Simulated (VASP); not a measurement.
Input of a VASP 6.6.1 run:

POSCAR

```
CuAu3
1.0
    4.0116078943      0.0000000000      0.0000000000
    0.0000000000      4.0116078943      0.0000000000
    0.0000000000      0.0000000000      4.0116078943
Cu Au
1 3
Direct
    0.0000000000      0.0000000000      0.0000000000
    0.0000000000      0.5000000000      0.5000000000
    0.5000000000      0.0000000000      0.5000000000
    0.5000000000      0.5000000000      0.0000000000
```

Contents of INCAR.step1:

```
  ALGO = Normal
  EDIFF = 1E-4
  ENCUT = 520
  GGA = PE
  ISMEAR = -1
  LASPH = True
  LCHARG = False
  LREAL = False
  LWAVE = True
  NBANDS = 30
  NELM = 100
  PREC = Accurate
  SIGMA = 0.1
```

INCAR.step2

```
  ALGO = Normal
  EDIFF = 1E-6
  ENCUT = 520
  ISIF = 2
  ISMEAR = -1
  ISTART = 1
  LASPH = True
  LCHARG = False
  LMIXTAU = True
  LREAL = False
  LWAVE = False
  METAGGA = R2SCAN
  NBANDS = 30
  NELM = 100
  PREC = Accurate
  SIGMA = 0.1
```

The input KPOINTS:

```
k-points
0
Gamma
  8 8 8
```

Potentials or basis: VASP PAW PBE potentials, release 64 (Cu, Au).

Run with:

```sh
$ cat potpaw_PBE.64/Cu/POTCAR potpaw_PBE.64/Au/POTCAR > POTCAR
$ cp INCAR.step1 INCAR
$ mpirun -np 1 vasp_std > vasp.out
$ cp INCAR.step2 INCAR
$ mpirun -np 1 vasp_std > vasp.out
```

(1) What does it give for the pressure?

(2) What does it give for the band gap on the k mesh?

Answers

(1) 0.4 GPa.

(2) zero (bands 22 and 23 overlap by 2.04 eV).

Caveat: the PAW data sets were made with another functional, which shifts forces and pressure a little; spin-orbit coupling is left out, which moves the levels of the heavy elements.
